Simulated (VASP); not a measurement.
# FeSi (P2_13) in VASP: notebook

Runs on FeSi. Level: PBE. Tasks: relaxation of the atoms.

Everything below comes from runs of VASP 6.6.1. Logs are shortened: lines on timing, memory, paths and dates and some standing lists are left out, and cuts for length are marked.

**1. The cell of the first run**

The structure is cubic, space group P2_13 (No. 198). The conventional cell has a = 4.430 Å, b = 4.430 Å, c = 4.430 Å, α = 90.00°, β = 90.00°, γ = 90.00°. Within 3.0 Å of Fe (site symmetry 3) lie 7 Si at 2.26 to 2.48 Å and 6 Fe at 2.72 Å. Within 3.0 Å of Si (site symmetry 3) lie 7 Fe at 2.26 to 2.48 Å and 6 Si at 2.74 Å.

**2. Relaxation of the atoms, PBE**

File INCAR:

```
ALGO     = Normal         # electronic algorithm
EDIFF    = 1E-6           # SCF threshold, eV
EDIFFG   = -0.003         # ionic threshold
ENCUT    = 520            # plane-wave cutoff, eV
GGA      = PE             # functional
IBRION   = 2              # ionic algorithm
ISIF     = 2              # what is computed and relaxed
ISMEAR   = 0              # smearing method
LASPH    = T              # aspherical terms in the spheres
LCHARG   = F              # write CHGCAR
LREAL    = F              # projectors in reciprocal space
LWAVE    = F              # write WAVECAR
NELM     = 100            # most SCF steps
NSW      = 80             # ionic steps
PREC     = Accurate       # precision mode
SIGMA    = 0.01           # smearing width, eV
```

File KPOINTS:

```
k-points
0
Gamma
  8 8 8
```

File POSCAR:

```
FeSi
1.0
    4.4300000000      0.0000000000      0.0000000000
    0.0000000000      4.4300000000      0.0000000000
    0.0000000000      0.0000000000      4.4300000000
Fe Si
4 4
Direct
    0.1365200000      0.1365200000      0.1365200000
    0.3634800000      0.8634800000      0.6365200000
    0.6365200000      0.3634800000      0.8634800000
    0.8634800000      0.6365200000      0.3634800000
    0.8424000000      0.8424000000      0.8424000000
    0.6576000000      0.1576000000      0.3424000000
    0.3424000000      0.6576000000      0.1576000000
    0.1576000000      0.3424000000      0.6576000000
```

Potentials or basis: VASP PAW PBE potentials, release 64 (Fe, Si).

On the command line:

```sh
$ cat potpaw_PBE.64/Fe/POTCAR potpaw_PBE.64/Si/POTCAR > POTCAR
$ mpirun -np 1 vasp_std > vasp.out
```

OUTCAR:

```text
EDIFF = 1E-6
   EDIFFG = -0.003
   ENCUT = 520
   GGA = PE
   IBRION = 2
   ISIF = 2
   ISMEAR = 0
   LASPH = T
   LREAL = F
   NELM = 100
   NSW = 80
   PREC = Accurate

 ion  position               nearest neighbor table
   1  0.137  0.137  0.137-   5 2.26   6 2.31   7 2.31   8 2.31   7 2.48   8 2.48   6 2.48   3 2.72
                             4 2.72   2 2.72   2 2.72   4 2.72   3 2.72
   2  0.363  0.863  0.637-   6 2.26   5 2.31   7 2.31   8 2.31   7 2.48   8 2.48   5 2.48   1 2.72
                             1 2.72   3 2.72   3 2.72   4 2.72   4 2.72
   3  0.637  0.363  0.863-   7 2.26   6 2.31   5 2.31   8 2.31   8 2.48   6 2.48   5 2.48   1 2.72
                             4 2.72   2 2.72   2 2.72   4 2.72   1 2.72
   4  0.863  0.637  0.363-   8 2.26   6 2.31   7 2.31   5 2.31   6 2.48   5 2.48   7 2.48   1 2.72
                             3 2.72   2 2.72   1 2.72   2 2.72   3 2.72
   5  0.842  0.842  0.842-   1 2.26   2 2.31   3 2.31   4 2.31   3 2.48   4 2.48   2 2.48   6 2.74
                             7 2.74   8 2.74   6 2.74   8 2.74   7 2.74
   6  0.658  0.158  0.342-   2 2.26   1 2.31   3 2.31   4 2.31   3 2.48   4 2.48   1 2.48   8 2.74
                             5 2.74   5 2.74   7 2.74   7 2.74   8 2.74
   7  0.342  0.658  0.158-   3 2.26   2 2.31   1 2.31   4 2.31   4 2.48   2 2.48   1 2.48   8 2.74
                             5 2.74   8 2.74   6 2.74   6 2.74   5 2.74
   8  0.158  0.342  0.658-   4 2.26   2 2.31   3 2.31   1 2.31   2 2.48   1 2.48   3 2.48   7 2.74
                             5 2.74   7 2.74   5 2.74   6 2.74   6 2.74

  LATTYP: Found a simple cubic cell.
 ALAT       =     4.4300000000

  Lattice vectors:

 A1 = (   4.4300000000,   0.0000000000,   0.0000000000)
 A2 = (   0.0000000000,   4.4300000000,   0.0000000000)
 A3 = (   0.0000000000,   0.0000000000,   4.4300000000)

Analysis of symmetry for initial positions (statically):
=====================================================================
 Subroutine PRICEL returns:
 Original cell was already a primitive cell.

 Routine SETGRP: Setting up the symmetry group for a
 simple cubic supercell.

 Subroutine GETGRP returns: Found 12 space group operations
 (whereof  3 operations were pure point group operations)
 out of a pool of 48 trial point group operations.

The static configuration has the point symmetry C_3 .
 The point group associated with its full space group is T   .

Analysis of symmetry for dynamics (positions and initial velocities):
=====================================================================
 Subroutine PRICEL returns:
 Original cell was already a primitive cell.

 Routine SETGRP: Setting up the symmetry group for a
 simple cubic supercell.

 Subroutine GETGRP returns: Found 12 space group operations
 (whereof  3 operations were pure point group operations)
 out of a pool of 48 trial point group operations.

The dynamic configuration has the point symmetry C_3 .
[... 124 lines left out ...]
   NUPDOWN=      -1.0000    fix difference up-down
   EMIN   =  10.00;   EMAX   =-10.00  energy-range for DOS
   EFERMI =   0.00;   METHOD = LEGACY
   ISMEAR =     0;   SIGMA  =   0.01  broadening in eV -4-tet -1-fermi 0-gaus
   EFERMI_NEDOS =   21; number of points for ismear=-14 and -15
   IALGO  =     38    algorithm
   IMIX   =      4    mixing-type and parameters
     AMIX     =   0.40;   BMIX     =  1.00
     AMIX_MAG =   1.60;   BMIX_MAG =  1.00
  volume/ion in A,a.u.               =      10.87        73.34
  Fermi-wavevector in a.u.,A,eV,Ry     =   1.343027  2.537954 24.541133  1.803722
  Thomas-Fermi vector in A             =   2.471134
   LORBIT       =      0    0 simple, 1 ext, 2 COOP (PROOUT), +10 PAW based schemes
   GGA     = PE    functional components
   LHFCALC =     F    Hartree Fock is set to
   AEXX    =    0.0000 exact exchange contribution
   IVDW    =     0    specifies the selected vdW correction
   LEPSILON=     F    determine dielectric tensor
   LRPA    =     F    only Hartree local field effects (RPA)
 conjugate gradient relaxation of ions
 non-spin polarized calculation
 Gauss-broadening in eV      SIGMA  =   0.01
  energy-cutoff  :      520.00
  volume of cell :       86.94
 maximum number of plane-waves:      2360
 NGX is ok and might be reduce to    36
   NGX = 17   NGY = 17   NGZ = 17

--------------------------------------- Ionic step        1  -------------------------------------------

 number of electron      48.0000015 magnetization

 Free energy of the ion-electron system (eV)
  ---------------------------------------------------
  ext. energy  EPLUGINS =         0.00000000
  ---------------------------------------------------
  free energy    TOTEN  =       -58.76852757 eV

  energy without entropy =      -58.76852757  energy(sigma->0) =      -58.76852757

------------------------ aborting loop because EDIFF is reached ----------------------------------------

  FORCE on cell =-STRESS in cart. coord.  units (eV):
  Direction    XX          YY          ZZ          XY          YZ          ZX
  --------------------------------------------------------------------------------------
  -------------------------------------------------------------------------------------
  Total        1.5028554      1.5028554      1.5028554     -0.0000000      0.0000000      0.0000000
  in kB       27.6959714     27.6959714     27.6959714     -0.0000000      0.0000000      0.0000000
  external PRESSURE =      27.6959714 kB  Pullay stress =       0.0000000 kB
[... 155 lines left out ...]
--------------------------------------- Ionic step        5  -------------------------------------------

 number of electron      48.0000020 magnetization

 Free energy of the ion-electron system (eV)
  ---------------------------------------------------
  ext. energy  EPLUGINS =         0.00000000
  ---------------------------------------------------
  free energy    TOTEN  =       -58.77288909 eV

  energy without entropy =      -58.77288909  energy(sigma->0) =      -58.77288909

 E-fermi :   9.9354     XC(G=0): -12.8605

 val. band max:        9.8834202143   @ k =  -0.1250   0.3750   0.0000
 cond. band min:      10.0421519902   @ k =   0.3750   0.1250   0.1250
 fundamental gap:      0.1587317759
 Fermi energy:         9.9353898008

 k-point     1 :       0.0000    0.0000    0.0000
  band No.  band energies     occupation
      1      -3.4584      2.00000
      2       1.9383      2.00000
      3       1.9383      2.00000
      4       1.9383      2.00000
      5       4.7799      2.00000
      6       4.7799      2.00000
[... 757 lines left out ...]
     28      12.0660      0.00000
     29      12.3643      0.00000

 [... further k-points ...]
[... 5 lines left out ...]
  --------------------------------------------------------------------------------------
  -------------------------------------------------------------------------------------
  Total        1.5282397      1.5282397      1.5282397      0.0000000      0.0000000     -0.0000000
  in kB       28.1637754     28.1637754     28.1637754      0.0000000      0.0000000     -0.0000000
  external PRESSURE =      28.1637754 kB  Pullay stress =       0.0000000 kB
[... 23 lines left out ...]
  FREE ENERGIE OF THE ION-ELECTRON SYSTEM (eV)
  ---------------------------------------------------
  free  energy   TOTEN  =       -58.7728890875 eV

  energy  without entropy=      -58.7728890875  energy(sigma->0) =      -58.77288909

 reached required accuracy - stopping structural energy minimisation
```

Wall time 7.1 min (1 thread of Oxide Virtual Turin-like, shared host); peak memory 0.22 GiB.

Results:

```
Free energy               : -58.7729 eV
Energy gained by relaxing : 0.5 meV/atom
Ionic steps               : 5
Pressure after relaxing   : 2.8 GPa
Band gap on the k mesh    : 0.16 eV (least direct gap 0.17 eV)
```

The path:
| step | energy change (eV) | largest force (eV/Å) | pressure (GPa) |
| --- | --- | --- | --- |
| 1 | 0.0000 | 0.1885 | 2.77 |
| 2 | -0.0043 | 0.0254 | 2.80 |
| 3 | -0.0044 | 0.0036 | 2.82 |
| 4 | -0.0044 | 0.0060 | 2.77 |
| 5 | -0.0044 | 0.0017 | 2.82 |

Final structure:
```
CELL_PARAMETERS angstrom
4.43000 0.00000 0.00000
0.00000 4.43000 0.00000
0.00000 0.00000 4.43000
ATOMIC_POSITIONS crystal
Fe 0.13694 0.13694 0.13694
Fe 0.36306 0.86306 0.63694
Fe 0.63694 0.36306 0.86306
Fe 0.86306 0.63694 0.36306
Si 0.84102 0.84102 0.84102
Si 0.65898 0.15898 0.34102
Si 0.34102 0.65898 0.15898
Si 0.15898 0.34102 0.65898
```

**3. Relaxation of the atoms, PBE**

This run uses another cell than the first one, of 11.62 Å³/atom.

File INCAR:

```
PREC = Accurate
ENCUT = 520
EDIFF = 1E-6
ISMEAR = 0
SIGMA = 0.01
LREAL = False
LASPH = True
NELM = 100
ALGO = Normal
ISIF = 2
LWAVE = False
LCHARG = False
GGA = PE
IBRION = 2
NSW = 80
EDIFFG = -0.003
```

File KPOINTS:

```
Automatic mesh
0
Gamma
  8 8 8
```

Edit POSCAR of step 2 so:

```diff
@@ -2,5 +2,5 @@
 1.0
-    4.4300000000      0.0000000000      0.0000000000
-    0.0000000000      4.4300000000      0.0000000000
-    0.0000000000      0.0000000000      4.4300000000
+    4.5300000000      0.0000000000      0.0000000000
+    0.0000000000      4.5300000000      0.0000000000
+    0.0000000000      0.0000000000      4.5300000000
 Fe Si
```

Potentials or basis: VASP PAW PBE potentials, release 64 (Fe, Si).

On the command line:

```sh
$ cat potpaw_PBE.64/Fe/POTCAR potpaw_PBE.64/Si/POTCAR > POTCAR
$ mpirun -np 1 vasp_std > vasp.out
```

Wall time 11 min (1 thread of Oxide Virtual Turin-like, shared host); peak memory 0.23 GiB.

The run converged. Its results:

```
Free energy               : -58.6132 eV
Energy gained by relaxing : 2.7 meV/atom
Ionic steps               : 5
Pressure after relaxing   : -10.4 GPa
Band gap on the k mesh    : 0.16 eV (least direct gap 0.17 eV)
```

Forces in eV/Å, atoms in the order of the input:
```
Fe  -0.002 -0.002 -0.002
Fe   0.002  0.002 -0.002
Fe  -0.002  0.002  0.002
Fe   0.002 -0.002  0.002
Si  -0.001 -0.001 -0.001
Si   0.001  0.001 -0.001
Si  -0.001  0.001  0.001
Si   0.001 -0.001  0.001
```

Step by step:
```
step  energy change (eV)  largest force (eV/Å)  pressure (GPa)
   1              0.0000                0.2683          -11.37
   2             -0.0156                0.1261          -10.94
   3             -0.0205                0.0650          -10.56
   4             -0.0214                0.0204          -10.48
   5             -0.0215                0.0029          -10.44
```

Final structure:
```xyz
8
Lattice="4.5300 0.0000 0.0000 0.0000 4.5300 0.0000 0.0000 0.0000 4.5300" Properties=species:S:1:pos:R:3 pbc="T T T"
Fe    0.6048    0.6048    0.6048
Fe    1.6602    3.9252    2.8698
Fe    2.8698    1.6602    3.9252
Fe    3.9252    2.8698    1.6602
Si    3.8031    3.8031    3.8031
Si    2.9919    0.7269    1.5381
Si    1.5381    2.9919    0.7269
Si    0.7269    1.5381    2.9919
```

Levels at points of the mesh, in eV from the valence-band top:
```csv
k point,band 21,band 22,band 23,band 24,band 25,band 26,band 27,band 28
"(0.00, 0.00, 0.00)",-0.26,-0.26,-0.03,-0.03,0.61,0.61,0.61,2.79
"(0.50, 0.00, 0.00)",-0.34,-0.34,-0.01,-0.01,0.20,0.20,1.62,1.62
"(0.50, 0.50, 0.00)",-0.94,-0.94,-0.32,-0.32,0.61,0.61,1.20,1.20
"(0.50, 0.50, 0.50)",-0.60,-0.60,-0.60,-0.60,0.47,0.47,0.47,0.47
```

A k mesh can miss the band edges. Spin polarisation is off, so any magnetic state and its effect on volume and gap are missing.
